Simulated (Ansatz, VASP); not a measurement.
# One calculation of Sn, two programs

```xyz
1
Lattice="-1.6913 1.7393 2.2906 1.6913 -1.7393 2.2906 1.6913 1.7393 -2.2906" Properties=species:S:1:pos:R:3 pbc="T T T"
Sn    0.0000    0.0000    0.0000
```

Change from the starting cell: volume scaled by 0.94.

Alike in both runs: task single point; functional LDA; k mesh 11 × 11 × 11; occupations fermi-dirac, width 0.05 eV; no spin polarisation.

```csv
,VASP,Ansatz
version,VASP 6.6.1,Ansatz 0.2.0
potentials or method,"VASP PAW LDA potentials, release 64 (Sn_d), cutoff 520 eV","all-electron LAPW, scalar-relativistic"
```

Ansatz gave:

| Item | Value |
| --- | --- |
| gap on the k mesh at the Fermi level (eV) | none |
| pressure (GPa) | -2.2 |
| traceless stress, the component that is largest in VASP (GPa) | -1.05 |

Q: Which values does VASP return?

A: gap on the k mesh at the Fermi level (eV): none; pressure (GPa): -2.2; traceless stress, the component that is largest in VASP (GPa): -1.04.

LDA's correlation is that of Perdew and Zunger in VASP and of Perdew and Wang (1992) in Ansatz. A gap of «none» marks a metal or a gap that the smearing closes. Ansatz ran all-electron here, and VASP with PAW potentials.
